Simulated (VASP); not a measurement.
# TlCuI3 (Pm-3m) in VASP: a series of runs

The runs below take TlCuI3 through single point, with PBE.

All numbers are computed with VASP 6.6.1; they aren't measurements. Logs are shortened: lines on timing, memory, paths and dates and some standing lists are left out, and cuts for length are marked.

### 1 The cell of the first run

The structure is cubic, space group Pm-3m (No. 221). The conventional cell has a = 5.375 Å, b = 5.375 Å, c = 5.375 Å, α = 90.00°, β = 90.00°, γ = 90.00°. Within 5.0 Å of Tl (site symmetry m-3m) lie 12 I at 3.80 Å and 8 Cu at 4.65 Å. Within 3.5 Å of Cu (site symmetry m-3m) lie 6 I at 2.69 Å. I (site symmetry 4/mmm) has 2 Cu at 2.69 Å within 3.5 Å.

### 2 Single point, PBE (volume scaled by 0.91)

Contents of INCAR:

```
ALGO = Normal ; EDIFF = 1E-7
ENCUT = 520 ; GGA = PE
ISIF = 2 ; ISMEAR = 0
LASPH = T ; LCHARG = F
LREAL = F ; LWAVE = F
NBANDS = 30 ; NELM = 60
PREC = Accurate ; SIGMA = 0.1
```

Contents of KPOINTS:

```
k-points
0
Gamma
  8 8 8
```

Contents of POSCAR:

```
TlCuI3
1.0
    5.3747300698      0.0000000000      0.0000000000
    0.0000000000      5.3747300698      0.0000000000
    0.0000000000      0.0000000000      5.3747300698
Tl Cu I
1 1 3
Direct
    0.5000000000      0.5000000000      0.5000000000
    0.0000000000      0.0000000000      0.0000000000
    0.5000000000      0.0000000000      0.0000000000
    0.0000000000      0.5000000000      0.0000000000
    0.0000000000      0.0000000000      0.5000000000
```

Potentials or basis: VASP PAW PBE potentials, release 64 (Tl_d, Cu, I).

Started as:

```console
> cat potpaw_PBE.64/Tl_d/POTCAR potpaw_PBE.64/Cu/POTCAR potpaw_PBE.64/I/POTCAR > POTCAR
> mpirun -np 1 vasp_std > vasp.out
```

OUTCAR:

```text
EDIFF = 1E-7
   ENCUT = 520
   GGA = PE
   ISIF = 2
   ISMEAR = 0
   LASPH = T
   LREAL = F
   NELM = 60
   PREC = Accurate

 ion  position               nearest neighbor table
   1  0.500  0.500  0.500-   3 3.80   4 3.80   5 3.80   3 3.80   4 3.80   3 3.80   5 3.80   3 3.80
                             4 3.80   5 3.80   4 3.80   5 3.80
   2  0.000  0.000  0.000-   3 2.69   4 2.69   5 2.69   5 2.69   4 2.69   3 2.69
   3  0.500  0.000  0.000-   2 2.69   2 2.69   1 3.80   1 3.80   1 3.80   1 3.80
   4  0.000  0.500  0.000-   2 2.69   2 2.69   1 3.80   1 3.80   1 3.80   1 3.80
   5  0.000  0.000  0.500-   2 2.69   2 2.69   1 3.80   1 3.80   1 3.80   1 3.80

  LATTYP: Found a simple cubic cell.
 ALAT       =     5.3747300698

  Lattice vectors:

 A1 = (   5.3747300698,   0.0000000000,   0.0000000000)
 A2 = (   0.0000000000,   5.3747300698,   0.0000000000)
 A3 = (   0.0000000000,   0.0000000000,   5.3747300698)

Analysis of symmetry for initial positions (statically):
=====================================================================
 Subroutine PRICEL returns:
 Original cell was already a primitive cell.

 Routine SETGRP: Setting up the symmetry group for a
 simple cubic supercell.

 Subroutine GETGRP returns: Found 48 space group operations
 (whereof 48 operations were pure point group operations)
 out of a pool of 48 trial point group operations.

The static configuration has the point symmetry O_h .

Analysis of symmetry for dynamics (positions and initial velocities):
=====================================================================
 Subroutine PRICEL returns:
 Original cell was already a primitive cell.

 Routine SETGRP: Setting up the symmetry group for a
 simple cubic supercell.

 Subroutine GETGRP returns: Found 48 space group operations
 (whereof 48 operations were pure point group operations)
 out of a pool of 48 trial point group operations.

The dynamic configuration has the point symmetry O_h .

 Subroutine INISYM returns: Found 48 space group operations
 (whereof 48 operations are pure point group operations),
 and found     1 'primitive' translations

----------------------------------------------------------------------------------------

                                     Primitive cell

  volume of cell :     155.2637

  direct lattice vectors                    reciprocal lattice vectors
     5.374730070  0.000000000  0.000000000     0.186055855  0.000000000  0.000000000
     0.000000000  5.374730070  0.000000000     0.000000000  0.186055855  0.000000000
     0.000000000  0.000000000  5.374730070     0.000000000  0.000000000  0.186055855

  length of vectors
     5.374730070  5.374730070  5.374730070     0.186055855  0.186055855  0.186055855

  position of ions in fractional coordinates (direct lattice)
     0.500000000  0.500000000  0.500000000
     0.000000000  0.000000000  0.000000000
     0.500000000  0.000000000  0.000000000
     0.000000000  0.500000000  0.000000000
     0.000000000  0.000000000  0.500000000

  ion indices of the primitive-cell ions
   primitive index   ion index
                 1           1
                 2           2
                 3           3
                 4           4
                 5           5

----------------------------------------------------------------------------------------

 KPOINTS: k-points

Automatic generation of k-mesh.
 Grid dimensions read from file:
 generate k-points for:    8    8    8

 Generating k-lattice:

  Cartesian coordinates                     Fractional coordinates (reciprocal lattice)
     0.023256982  0.000000000  0.000000000     0.125000000  0.000000000  0.000000000
     0.000000000  0.023256982  0.000000000     0.000000000  0.125000000  0.000000000
     0.000000000  0.000000000  0.023256982     0.000000000  0.000000000  0.125000000

  Length of vectors
     0.023256982  0.023256982  0.023256982

  Shift w.r.t. Gamma in fractional coordinates (k-lattice)
     0.000000000  0.000000000  0.000000000

 Subroutine IBZKPT returns following result:
 ===========================================

 Found     35 irreducible k-points:

 Following reciprocal coordinates:
            Coordinates               Weight
  0.000000  0.000000  0.000000      1.000000
  0.125000  0.000000  0.000000      6.000000
  0.250000  0.000000  0.000000      6.000000
  0.375000  0.000000  0.000000      6.000000
  0.500000  0.000000  0.000000      3.000000
  0.125000  0.125000  0.000000     12.000000
[... 16 lines left out ...]
  0.375000  0.375000  0.125000     24.000000
  0.500000  0.375000  0.125000     24.000000
 [... further k-points ...]
   k-points           NKPTS =     35   k-points in BZ     NKDIM =     35   number of bands    NBANDS=     30
   number of dos      NEDOS =    301   number of ions     NIONS =      5
   total plane-waves  NPLWV =  64000
   dimension x,y,z NGX =    40 NGY =   40 NGZ =   40
   dimension x,y,z NGXF=    80 NGYF=   80 NGZF=   80
   ions per type =               1   1   3
   NGX,Y,Z   is equivalent  to a cutoff of  12.37, 12.37, 12.37 a.u.
   NGXF,Y,Z  is equivalent  to a cutoff of  24.74, 24.74, 24.74 a.u.
 SYSTEM =  unknown system
   PREC   = accura    normal or accurate (medium, high low for compatibility)
   ISTART =      0    job   : 0-new  1-cont  2-samecut
   ICHARG =      2    charge: 1-file 2-atom 10-const
   ISPIN  =      1    spin polarized calculation?
   LNONCOLLINEAR =      F non collinear calculations
   LSORBIT =      F    spin-orbit coupling
   LASPH  =      T    aspherical Exc in radial PAW
   ENCUT  =  520.0 eV  38.22 Ry    6.18 a.u.   9.99  9.99  9.99*2*pi/ulx,y,z
   NELM   =     60;   NELMIN=  2; NELMDL= -5     # of ELM steps
   EDIFF  = 0.1E-06   stopping-criterion for ELM
   LREAL  =      F    real-space projection
   EDIFFG = 0.1E-05   stopping-criterion for IOM
   NSW    =      0    number of steps for IOM
   IBRION =     -1    ionic relax: 0-MD 1-quasi-New 2-CG
   NFREE  =      0    steps in history (QN), initial steepest desc. (CG)
   ISIF   =      2    stress and relaxation
   ISYM   =      2    0-nonsym 1-usesym 2-fastsym
   POTIM  = 0.5000    time-step for ionic-motion
   TEBEG  =    0.0;   TEEND  =   0.0 temperature during run
   PSTRESS=    0.0 pullay stress
   NELECT =      45.0000    total number of electrons
   NUPDOWN=      -1.0000    fix difference up-down
   EMIN   =  10.00;   EMAX   =-10.00  energy-range for DOS
   EFERMI =   0.00;   METHOD = LEGACY
   ISMEAR =     0;   SIGMA  =   0.10  broadening in eV -4-tet -1-fermi 0-gaus
   EFERMI_NEDOS =   21; number of points for ismear=-14 and -15
   IALGO  =     38    algorithm
   IMIX   =      4    mixing-type and parameters
     AMIX     =   0.40;   BMIX     =  1.00
     AMIX_MAG =   1.60;   BMIX_MAG =  1.00
  volume/ion in A,a.u.               =      31.05       209.55
  Fermi-wavevector in a.u.,A,eV,Ry     =   1.083400  2.047330 15.969927  1.173757
  Thomas-Fermi vector in A             =   2.219466
   LORBIT       =      0    0 simple, 1 ext, 2 COOP (PROOUT), +10 PAW based schemes
   GGA     = PE    functional components
   LHFCALC =     F    Hartree Fock is set to
   AEXX    =    0.0000 exact exchange contribution
   IVDW    =     0    specifies the selected vdW correction
   LEPSILON=     F    determine dielectric tensor
   LRPA    =     F    only Hartree local field effects (RPA)
 non-spin polarized calculation
 Gauss-broadening in eV      SIGMA  =   0.10
  energy-cutoff  :      520.00
  volume of cell :      155.26
 maximum number of plane-waves:      4224
 NGX is ok and might be reduce to    40
   NGX = 19   NGY = 19   NGZ = 19

 number of electron      45.0000017 magnetization

 Free energy of the ion-electron system (eV)
  ---------------------------------------------------
  ext. energy  EPLUGINS =         0.00000000
  ---------------------------------------------------
  free energy    TOTEN  =       -11.67070313 eV

  energy without entropy =      -11.65320034  energy(sigma->0) =      -11.66195173

 E-fermi :   4.4253     XC(G=0):  -9.1842

 val. band max:        4.4218323289   @ k =   0.5000   0.2500   0.2500
 cond. band min:       4.4565812557   @ k =   0.3750   0.2500   0.2500
 fundamental gap:      0.0347489268
 Fermi energy:         4.4253474735

 k-point     1 :       0.0000    0.0000    0.0000
  band No.  band energies     occupation
      1      -8.6771      2.00000
      2      -7.2527      2.00000
      3      -7.2527      2.00000
      4      -6.1227      2.00000
      5      -6.1227      2.00000
      6      -6.1227      2.00000
[... 22 lines left out ...]
     29       9.7743      0.00000
     30      10.3337      0.00000

 k-point     2 :       0.1250    0.0000    0.0000
  band No.  band energies     occupation
      1      -8.6345      2.00000
      2      -7.3010      2.00000
      3      -7.2470      2.00000
      4      -6.1239      2.00000
      5      -6.1239      2.00000
      6      -6.1226      2.00000
[... 22 lines left out ...]
     29      10.1763      0.00000
     30      10.3873      0.00000

 k-point     3 :       0.2500    0.0000    0.0000
  band No.  band energies     occupation
      1      -8.5148      2.00000
      2      -7.4358      2.00000
      3      -7.2330      2.00000
      4      -6.1267      2.00000
      5      -6.1267      2.00000
      6      -6.1225      2.00000
[... 22 lines left out ...]
     29      10.6881      0.00000
     30      10.8602      0.00000

 k-point     4 :       0.3750    0.0000    0.0000
  band No.  band energies     occupation
      1      -8.3513      2.00000
      2      -7.6165      2.00000
      3      -7.2187      2.00000
      4      -6.1296      2.00000
      5      -6.1296      2.00000
      6      -6.1262      2.00000
[... 616 lines left out ...]
     29      11.8397      0.00000
     30      12.0664      0.00000

 k-point    23 :       0.3750    0.3750    0.1250
  band No.  band energies     occupation
      1      -8.0216      2.00000
      2      -7.6100      2.00000
      3      -7.5030      2.00000
      4      -6.1266      2.00000
      5      -6.1250      2.00000
      6      -6.1216      2.00000
[... 22 lines left out ...]
     29      11.2493      0.00000
     30      11.9399      0.00000

 k-point    24 :       0.5000    0.3750    0.1250
  band No.  band energies     occupation
      1      -7.9184      2.00000
      2      -7.6734      2.00000
      3      -7.5344      2.00000
      4      -6.1258      2.00000
      5      -6.1231      2.00000
      6      -6.1229      2.00000
[... 22 lines left out ...]
     29      11.1514      0.00000
     30      12.1897      0.00000

 [... further k-points ...]
[... 5 lines left out ...]
  --------------------------------------------------------------------------------------
  -------------------------------------------------------------------------------------
  Total        2.9472937      2.9472937      2.9472937     -0.0000000      0.0000000     -0.0000000
  in kB       30.4133335     30.4133335     30.4133335     -0.0000000      0.0000000     -0.0000000
  external PRESSURE =      30.4133335 kB  Pullay stress =       0.0000000 kB

 VOLUME and BASIS-vectors are now :
 -----------------------------------------------------------------------------
  energy-cutoff  :      520.00
  volume of cell :      155.26
      direct lattice vectors                 reciprocal lattice vectors
     5.374730070  0.000000000  0.000000000     0.186055855  0.000000000  0.000000000
     0.000000000  5.374730070  0.000000000     0.000000000  0.186055855  0.000000000
     0.000000000  0.000000000  5.374730070     0.000000000  0.000000000  0.186055855

 POSITION                                       TOTAL-FORCE (eV/Angst)
 -----------------------------------------------------------------------------------
      2.68737      2.68737      2.68737         0.000000      0.000000      0.000000
      0.00000      0.00000      0.00000         0.000000      0.000000      0.000000
      2.68737      0.00000      0.00000         0.000000      0.000000      0.000000
      0.00000      2.68737      0.00000         0.000000      0.000000      0.000000
      0.00000      0.00000      2.68737         0.000000      0.000000      0.000000
 -----------------------------------------------------------------------------------
    total drift:                               -0.000000      0.000000     -0.000000

  FREE ENERGIE OF THE ION-ELECTRON SYSTEM (eV)
  ---------------------------------------------------
  free  energy   TOTEN  =       -11.6707031257 eV

  energy  without entropy=      -11.6532003376  energy(sigma->0) =      -11.66195173
```

Run time: 90 s. Hardware: 1 thread of Intel Xeon 6975P-C (Granite Rapids), shared host; peak memory 0.34 GiB.

What came out:

```yaml
Free_energy: -11.6707 eV
Pressure: 3.0 GPa
```

Caveat: spin-orbit coupling is left out, which moves the levels of the heavy elements; an odd number of electrons without spin polarisation forces a metal; a magnetic or distorted state may lie lower; semilocal functionals often make such compounds metallic where correlation or magnetic order opens a gap, which also shifts bond lengths.

### 3 Single point, PBE (volume scaled by 0.94)

Contents of INCAR:

```
PREC = Accurate
ENCUT = 520
EDIFF = 1E-6
ISMEAR = 0
SIGMA = 0.1
LREAL = F
LASPH = T
NELM = 80
ALGO = Normal
ISIF = 2
LWAVE = F
LCHARG = F
GGA = PE
NBANDS = 30
```

Contents of KPOINTS:

```
Automatic mesh
0
Gamma
  8 8 8
```

Changes to POSCAR since step 2:

```diff
@@ -2,5 +2,5 @@
 1.0
-    5.3747300698      0.0000000000      0.0000000000
-    0.0000000000      5.3747300698      0.0000000000
-    0.0000000000      0.0000000000      5.3747300698
+    5.4331556262      0.0000000000      0.0000000000
+    0.0000000000      5.4331556262      0.0000000000
+    0.0000000000      0.0000000000      5.4331556262
 Tl Cu I
```

Potentials or basis: VASP PAW PBE potentials, release 64 (Tl_d, Cu, I).

Started as:

```console
> cat potpaw_PBE.64/Tl_d/POTCAR potpaw_PBE.64/Cu/POTCAR potpaw_PBE.64/I/POTCAR > POTCAR
> mpirun -np 1 vasp_std > vasp.out
```

Run time: 86 s. Hardware: 1 thread of Intel Xeon 6975P-C (Granite Rapids), shared host; peak memory 0.35 GiB.

It converged, with:

```
Free energy : -11.7489 eV
Pressure    : 1.8 GPa
```

Levels at points of the mesh, in eV from the Fermi level:
```
           k point  band 19  band 20  band 21  band 22  band 23  band 24  band 25  band 26  band 27  band 28
(0.00, 0.00, 0.00)    -1.15    -1.15    -0.75    -0.75    -0.75     0.90     4.75     4.75     4.75     5.40
(0.50, 0.00, 0.00)    -1.34    -1.34    -1.12    -0.76    -0.76     2.22     3.77     3.77     4.34     6.29
(0.50, 0.50, 0.00)    -1.32    -1.17    -1.17     0.03     0.83     2.64     3.84     3.84     5.66     5.66
(0.50, 0.50, 0.50)     0.03     0.03     0.03     0.86     0.86     4.84     4.84     4.84     4.92     4.92
```

Caveat: spin-orbit coupling is left out, which moves the levels of the heavy elements; an odd number of electrons without spin polarisation forces a metal; a magnetic or distorted state may lie lower; semilocal functionals often make such compounds metallic where correlation or magnetic order opens a gap, which also shifts bond lengths.

(Part 1 of 2 ends here.)
